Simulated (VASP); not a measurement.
# Ru (P6_3/mmc) in VASP: a series of runs

Runs on Ru. Level: PBE. Tasks: single point, relaxation of shape and atoms at fixed volume.

Everything below comes from runs of VASP 6.6.1. Logs are shortened: lines on timing, memory, paths and dates and some standing lists are left out, and cuts for length are marked.

### Step 1. The cell of the first run

It takes space group P6_3/mmc (No. 194, hexagonal). The conventional cell has a = 2.691 Å, b = 2.691 Å, c = 4.257 Å, α = 90.00°, β = 90.00°, γ = 120.00°. Ru (site symmetry -6m2) has 12 Ru at 2.64 to 2.69 Å within 3.5 Å.

### Step 2. Single point, PBE (13.35 Å³/atom)

INCAR

```
PREC = Accurate
ENCUT = 520
EDIFF = 1E-7
ISMEAR = 0
SIGMA = 0.1
LREAL = F
LASPH = T
NELM = 80
ALGO = Normal
ISIF = 2
LWAVE = F
LCHARG = F
GGA = PE
NBANDS = 21
```

KPOINTS

```
Automatic mesh
0
Gamma
  18 18 10
```

POSCAR

```
Ru
1.0
    2.6913137793      0.0000000000      0.0000000000
   -1.3456568896      2.3307461024      0.0000000000
    0.0000000000      0.0000000000      4.2572675180
Ru
2
Direct
    0.3333333333      0.6666666667      0.2500000000
    0.6666666667      0.3333333333      0.7500000000
```

Potentials or basis: VASP PAW PBE potentials, release 64 (Ru_pv).

Started as:

```sh
> cat potpaw_PBE.64/Ru_pv/POTCAR > POTCAR
> mpirun -np 1 vasp_std > vasp.out
```

OUTCAR:

```text
PREC = Accurate
   ENCUT = 520
   EDIFF = 1E-7
   ISMEAR = 0
   LREAL = F
   LASPH = T
   NELM = 80
   ISIF = 2
   GGA = PE

 ion  position               nearest neighbor table
   1  0.333  0.667  0.250-   2 2.64   2 2.64   2 2.64   2 2.64   2 2.64   2 2.64
   2  0.667  0.333  0.750-   1 2.64   1 2.64   1 2.64   1 2.64   1 2.64   1 2.64

  LATTYP: Found a hexagonal cell.
 ALAT       =     2.6913137793
 C/A-ratio  =     1.5818547621

  Lattice vectors:

 A1 = (   2.6913137793,   0.0000000000,   0.0000000000)
 A2 = (  -1.3456568896,   2.3307461024,   0.0000000000)
 A3 = (   0.0000000000,   0.0000000000,   4.2572675180)

Analysis of symmetry for initial positions (statically):
=====================================================================
 Subroutine PRICEL returns:
 Original cell was already a primitive cell.

 Routine SETGRP: Setting up the symmetry group for a
 hexagonal supercell.

 Subroutine GETGRP returns: Found 24 space group operations
 (whereof 12 operations were pure point group operations)
 out of a pool of 24 trial point group operations.

The static configuration has the point symmetry D_3d.
 The point group associated with its full space group is D_6h.

Analysis of symmetry for dynamics (positions and initial velocities):
=====================================================================
 Subroutine PRICEL returns:
 Original cell was already a primitive cell.

 Routine SETGRP: Setting up the symmetry group for a
 hexagonal supercell.

 Subroutine GETGRP returns: Found 24 space group operations
 (whereof 12 operations were pure point group operations)
 out of a pool of 24 trial point group operations.

The dynamic configuration has the point symmetry D_3d.
 The point group associated with its full space group is D_6h.

 Subroutine INISYM returns: Found 24 space group operations
 (whereof 12 operations are pure point group operations),
 and found     1 'primitive' translations

----------------------------------------------------------------------------------------

                                     Primitive cell

  volume of cell :      26.7049

  direct lattice vectors                    reciprocal lattice vectors
[... 80 lines left out ...]
   ICHARG =      2    charge: 1-file 2-atom 10-const
   ISPIN  =      1    spin polarized calculation?
   LNONCOLLINEAR =      F non collinear calculations
   LSORBIT =      F    spin-orbit coupling
   LASPH  =      T    aspherical Exc in radial PAW
   ENCUT  =  520.0 eV  38.22 Ry    6.18 a.u.   5.00  5.00  7.92*2*pi/ulx,y,z
   NELM   =     80;   NELMIN=  2; NELMDL= -5     # of ELM steps
   EDIFF  = 0.1E-06   stopping-criterion for ELM
   LREAL  =      F    real-space projection
   EDIFFG = 0.1E-05   stopping-criterion for IOM
   NSW    =      0    number of steps for IOM
   IBRION =     -1    ionic relax: 0-MD 1-quasi-New 2-CG
   NFREE  =      0    steps in history (QN), initial steepest desc. (CG)
   ISIF   =      2    stress and relaxation
   ISYM   =      2    0-nonsym 1-usesym 2-fastsym
   POTIM  = 0.5000    time-step for ionic-motion
   TEBEG  =    0.0;   TEEND  =   0.0 temperature during run
   PSTRESS=    0.0 pullay stress
   NELECT =      28.0000    total number of electrons
   NUPDOWN=      -1.0000    fix difference up-down
   EMIN   =  10.00;   EMAX   =-10.00  energy-range for DOS
   EFERMI =   0.00;   METHOD = LEGACY
   ISMEAR =     0;   SIGMA  =   0.10  broadening in eV -4-tet -1-fermi 0-gaus
   EFERMI_NEDOS =   21; number of points for ismear=-14 and -15
   IALGO  =     38    algorithm
   IMIX   =      4    mixing-type and parameters
     AMIX     =   0.40;   BMIX     =  1.00
     AMIX_MAG =   1.60;   BMIX_MAG =  1.00
  volume/ion in A,a.u.               =      13.35        90.11
  Fermi-wavevector in a.u.,A,eV,Ry     =   1.663147  3.142893 37.634525  2.766060
  Thomas-Fermi vector in A             =   2.749915
   LORBIT       =      0    0 simple, 1 ext, 2 COOP (PROOUT), +10 PAW based schemes
   GGA     = PE    functional components
   LHFCALC =     F    Hartree Fock is set to
   AEXX    =    0.0000 exact exchange contribution
   IVDW    =     0    specifies the selected vdW correction
   LEPSILON=     F    determine dielectric tensor
   LRPA    =     F    only Hartree local field effects (RPA)
 non-spin polarized calculation
 Gauss-broadening in eV      SIGMA  =   0.10
  energy-cutoff  :      520.00
  volume of cell :       26.70
 maximum number of plane-waves:       744
 NGX is ok and might be reduce to    20
   NGX =  9   NGY =  9   NGZ = 15

 number of electron      27.9999999 magnetization

 Free energy of the ion-electron system (eV)
  ---------------------------------------------------
  ext. energy  EPLUGINS =         0.00000000
  ---------------------------------------------------
  free energy    TOTEN  =       -18.44608554 eV

  energy without entropy =      -18.43719165  energy(sigma->0) =      -18.44163860

 E-fermi :  13.1410     XC(G=0): -14.2232

 val. band max:       13.1398620471   @ k =   0.1667   0.1111   0.3000
 cond. band min:      13.1522093425   @ k =   0.0556   0.0000   0.1000
 fundamental gap:      0.0123472954
 Fermi energy:        13.1409922991

 k-point     1 :       0.0000    0.0000    0.0000
  band No.  band energies     occupation
      1     -30.5661      2.00000
      2     -29.5793      2.00000
      3     -29.5793      2.00000
      4     -29.3999      2.00000
      5     -29.3999      2.00000
      6     -29.3573      2.00000
[... 565 lines left out ...]
     20      23.5507      0.00000
     21      24.4767      0.00000

 [... further k-points ...]

------------------------ aborting loop because EDIFF is reached ----------------------------------------

  FORCE on cell =-STRESS in cart. coord.  units (eV):
  Direction    XX          YY          ZZ          XY          YZ          ZX
  --------------------------------------------------------------------------------------
  -------------------------------------------------------------------------------------
  Total        1.6883295      1.6883295      1.6915546      0.0000000      0.0000000      0.0000000
  in kB      101.2925597    101.2925597    101.4860536      0.0000000      0.0000000      0.0000000
  external PRESSURE =     101.3570577 kB  Pullay stress =       0.0000000 kB

 VOLUME and BASIS-vectors are now :
 -----------------------------------------------------------------------------
  energy-cutoff  :      520.00
  volume of cell :       26.70
      direct lattice vectors                 reciprocal lattice vectors
     2.691313779  0.000000000  0.000000000     0.371565741  0.214523581  0.000000000
    -1.345656890  2.330746102  0.000000000     0.000000000  0.429047162  0.000000000
     0.000000000  0.000000000  4.257267518     0.000000000  0.000000000  0.234892451

 POSITION                                       TOTAL-FORCE (eV/Angst)
 -----------------------------------------------------------------------------------
     -0.00000      1.55383      1.06432        -0.000000      0.000000      0.000000
      1.34566      0.77692      3.19295         0.000000     -0.000000      0.000000
 -----------------------------------------------------------------------------------
    total drift:                               -0.000000      0.000000     -0.000000

  FREE ENERGIE OF THE ION-ELECTRON SYSTEM (eV)
  ---------------------------------------------------
  free  energy   TOTEN  =       -18.4460855428 eV

  energy  without entropy=      -18.4371916483  energy(sigma->0) =      -18.44163860
```

OSZICAR:

```text
N       E                     dE             d eps       ncg     rms          rms(c)
DAV:   1     0.287413812912E+03    0.28741E+03   -0.17569E+04  9340   0.149E+03
DAV:   2    -0.138800803975E+02   -0.30129E+03   -0.29201E+03  9589   0.445E+02
DAV:   3    -0.197259559618E+02   -0.58459E+01   -0.58117E+01 10894   0.694E+01
DAV:   4    -0.197702111878E+02   -0.44255E-01   -0.44191E-01 11838   0.577E+00
DAV:   5    -0.197707419743E+02   -0.53079E-03   -0.52603E-03 10561   0.572E-01    0.185E+01
DAV:   6    -0.185320735934E+02    0.12387E+01   -0.27470E+00 10714   0.163E+01    0.519E+00
DAV:   7    -0.184540836508E+02    0.77990E-01   -0.45355E-01 10674   0.501E+00    0.109E+00
DAV:   8    -0.184463501671E+02    0.77335E-02   -0.16965E-02 10199   0.115E+00    0.329E-01
DAV:   9    -0.184460795922E+02    0.27057E-03   -0.58378E-04 10752   0.257E-01    0.350E-02
DAV:  10    -0.184460878611E+02   -0.82689E-05   -0.47586E-05 10577   0.713E-02    0.168E-02
DAV:  11    -0.184460855848E+02    0.22763E-05   -0.78554E-06 10424   0.271E-02    0.130E-03
DAV:  12    -0.184460855428E+02    0.41977E-07   -0.61934E-08  7044   0.246E-03
   1 F= -.18446086E+02 E0= -.18441639E+02  d E =-.889389E-02
```

It took 43 s on 1 thread of Intel Xeon 6975P-C (Granite Rapids), shared host; peak memory 0.21 GiB.

What came out:

```
Free energy            : -18.4461 eV
Pressure               : 10.1 GPa
Band gap on the k mesh : zero (bands 14 and 15 overlap by 3.21 eV)
```

Levels at points of the mesh, in eV from the Fermi level:
| k point | band 11 | band 12 | band 13 | band 14 | band 15 | band 16 | band 17 | band 18 |
| --- | --- | --- | --- | --- | --- | --- | --- | --- |
| (0.00, 0.00, 0.00) | -2.47 | -1.95 | -1.95 | -1.42 | -1.42 | 1.22 | 1.22 | 1.32 |
| (0.50, 0.00, 0.00) | -2.11 | -1.81 | -1.54 | 1.47 | 1.90 | 1.98 | 4.17 | 6.26 |
| (0.00, 0.00, 0.50) | -2.82 | -2.82 | -2.75 | -2.75 | 0.57 | 0.57 | 0.57 | 0.57 |
| (0.50, 0.00, 0.50) | -1.08 | -1.08 | 0.47 | 0.47 | 1.73 | 1.73 | 3.47 | 3.47 |

Caveat: the cell stands under pressure.

### Step 3. Single point, PBE

This run uses another cell than the first one, of 13.57 Å³/atom.

INCAR

```
  PREC = Accurate
  ENCUT = 520
  EDIFF = 1E-7
  ISMEAR = 0
  SIGMA = 0.1
  LREAL = F
  LASPH = T
  NELM = 100
  ALGO = Normal
  ISIF = 2
  LWAVE = F
  LCHARG = F
  GGA = PE
  NBANDS = 21
```

KPOINTS is that of step 2.

POSCAR

```
Ru
1.0
    2.7058000000      0.0000000000      0.0000000000
   -1.3529000000      2.3432915376      0.0000000000
    0.0000000000      0.0000000000      4.2819000000
Ru
2
Direct
    0.3333333333      0.6666666667      0.2500000000
    0.6666666667      0.3333333333      0.7500000000
```

Potentials or basis: VASP PAW PBE potentials, release 64 (Ru_pv).

Started as:

```sh
> cat potpaw_PBE.64/Ru_pv/POTCAR > POTCAR
> mpirun -np 1 vasp_std > vasp.out
```

Wall time 47 s (1 thread of Intel Xeon 6975P-C (Granite Rapids), shared host); peak memory 0.21 GiB.

It converged, with:

- Free energy: -18.4664 eV
- Pressure: 4.4 GPa
- Band gap on the k mesh: zero (bands 14 and 15 overlap by 3.13 eV)

Stress tensor (GPa, compression positive):
```
4.54 0.00 0.00
0.00 4.54 0.00
0.00 0.00 4.06
```

Levels at points of the mesh, in eV from the Fermi level:
```csv
k point,band 10,band 11,band 12,band 13,band 14,band 15,band 16,band 17,band 18,band 19
"(0.00, 0.00, 0.00)",-2.59,-2.41,-1.91,-1.91,-1.38,-1.38,1.19,1.19,1.30,10.30
"(0.50, 0.00, 0.00)",-3.01,-2.07,-1.78,-1.51,1.43,1.85,1.92,4.07,6.14,10.43
"(0.00, 0.00, 0.50)",-2.75,-2.75,-2.75,-2.70,-2.70,0.55,0.55,0.55,0.55,10.43
"(0.50, 0.00, 0.50)",-4.52,-1.05,-1.05,0.46,0.46,1.69,1.69,3.40,3.40,10.41
```

Caveat: the cell stands under pressure.

### Step 4. Relaxation of shape and atoms at fixed volume, PBE (12.94 Å³/atom)

This run uses another cell than the first one, of 12.94 Å³/atom.

INCAR

```
ALGO = Fast
EDIFF = 1E-6
EDIFFG = -0.01
ENCUT = 600
GGA = PE
IBRION = 2
ISIF = 4
ISMEAR = 0
LASPH = T
LCHARG = F
LREAL = F
LWAVE = F
NELM = 100
NSW = 50
PREC = Accurate
SIGMA = 0.1
```

KPOINTS

```
k-points
0
Gamma
  18 18 10
```

POSCAR

```
Ru
1.0
    2.6632772219      0.0000000000      0.0000000000
   -1.3316386109      2.3064657314      0.0000000000
    0.0000000000      0.0000000000      4.2129177562
Ru
2
Direct
    0.3333333333      0.6666666667      0.2500000000
    0.6666666667      0.3333333333      0.7500000000
```

Started as:

```sh
> cat potpaw_PBE.64/Ru_pv/POTCAR > POTCAR
> mpirun -np 1 vasp_std > vasp.out
```

It took 79 s on 1 thread of Intel Xeon 6975P-C (Granite Rapids), shared host; peak memory 0.23 GiB.

The run converged. Its results:

```
Free energy               : -18.3628 eV
Energy gained by relaxing : 0.0 meV/atom
Ionic steps               : 3
Pressure after relaxing   : 22.3 GPa
Band gap on the k mesh    : zero (bands 14 and 15 overlap by 3.36 eV)
```

Final structure:
```yaml
crystal:
  lattice:
    - [2.66201, 0.00000, 0.00000]
    - [-1.33100, 2.30537, 0.00000]
    - [0.00000, 0.00000, 4.21694]
  atoms:
    - { symbol: Ru, position: [0.33333, 0.66667, 0.25000] }
    - { symbol: Ru, position: [0.66667, 0.33333, 0.75000] }
```

Levels at points of the mesh, in eV from the Fermi level:
```csv
k point,band 12,band 13,band 14,band 15,band 16,band 17
"(0.00, 0.00, 0.00)",-2.05,-2.05,-1.48,-1.48,1.28,1.28
"(0.50, 0.00, 0.00)",-1.86,-1.61,1.56,2.01,2.08,4.35
"(0.00, 0.00, 0.50)",-2.96,-2.86,-2.86,0.60,0.60,0.60
"(0.50, 0.00, 0.50)",-1.13,0.49,0.49,1.84,1.84,3.60
```

### Step 5. Relaxation of shape and atoms at fixed volume, PBE (14.59 Å³/atom)

This run uses another cell than the first one, of 14.59 Å³/atom.

INCAR

```
SYSTEM = Ru
ALGO = Fast
EDIFF = 1E-7
EDIFFG = -0.01
ENCUT = 600
GGA = PE
IBRION = 2
ISIF = 4
ISMEAR = 0
LASPH = .TRUE.
LCHARG = .FALSE.
LREAL = .FALSE.
LWAVE = .FALSE.
NELM = 80
NSW = 50
PREC = Accurate
SIGMA = 0.1
```

KPOINTS

```
k-points
0
G
  18 18 10
  0 0 0
```

POSCAR

```
Ru
1.0
    2.7746910790      0.0000000000      0.0000000000
   -1.3873455395      2.4029529620      0.0000000000
    0.0000000000      0.0000000000      4.3768782523
Ru
2
Direct
    0.3333333333      0.6666666667      0.2500000000
    0.6666666667      0.3333333333      0.7500000000
```

Started as:

```sh
> cat potpaw_PBE.64/Ru_pv/POTCAR > POTCAR
> mpirun -np 1 vasp_std > vasp.out
```

Run time: 2 min. Hardware: 1 thread of Intel Xeon 6975P-C (Granite Rapids), shared host; peak memory 0.25 GiB.

Results (log left out):

```
Free energy               : -18.3863 eV
Energy gained by relaxing : 0.0 meV/atom
Ionic steps               : 3
Pressure after relaxing   : -15.9 GPa
Band gap on the k mesh    : zero (bands 14 and 15 overlap by 2.82 eV)
```

Final structure:
```yaml
crystal:
  lattice:
    - [2.77609, 0.00000, 0.00000]
    - [-1.38805, 2.40417, 0.00000]
    - [0.00000, 0.00000, 4.37246]
  atoms:
    - { symbol: Ru, position: [0.33333, 0.66667, 0.25000] }
    - { symbol: Ru, position: [0.66667, 0.33333, 0.75000] }
```

Levels at points of the mesh, in eV from the Fermi level:
| k point | band 11 | band 12 | band 13 | band 14 | band 15 | band 16 | band 17 | band 18 |
| --- | --- | --- | --- | --- | --- | --- | --- | --- |
| (0.00, 0.00, 0.00) | -2.13 | -1.71 | -1.71 | -1.28 | -1.28 | 1.06 | 1.06 | 1.29 |
| (0.50, 0.00, 0.00) | -1.85 | -1.67 | -1.35 | 1.24 | 1.62 | 1.71 | 3.69 | 5.61 |
| (0.00, 0.00, 0.50) | -2.48 | -2.48 | -2.45 | -2.45 | 0.48 | 0.48 | 0.48 | 0.48 |
| (0.50, 0.00, 0.50) | -0.96 | -0.96 | 0.41 | 0.41 | 1.47 | 1.47 | 3.14 | 3.14 |

### Step 6. The runs side by side

```tsv
task	cell	cutoff (eV)	gap on the mesh (eV)	pressure (GPa)
single point	a = 2.691, b = 2.691, c = 4.257 Å, angles 90.0, 90.0, 120.0°, 2 atoms	520	none	10.1
single point	a = 2.706, b = 2.706, c = 4.282 Å, angles 90.0, 90.0, 120.0°, 2 atoms	520	none	4.4
relaxation of shape and atoms at fixed volume	relaxed from a = 2.663, b = 2.663, c = 4.213 Å, angles 90.0, 90.0, 120.0°, 2 atoms	600	none	22.3
relaxation of shape and atoms at fixed volume	relaxed from a = 2.775, b = 2.775, c = 4.377 Å, angles 90.0, 90.0, 120.0°, 2 atoms	600	none	-15.9
```

Alike in all rows: level PBE; potentials or basis VASP PAW PBE potentials, release 64 (Ru_pv); no spin polarisation; k mesh 18 × 18 × 10; smearing gaussian 0.1 eV.

Caveats: the cell stands under pressure (at least some runs).

Absolute energies hang on the potentials; compare differences alone.
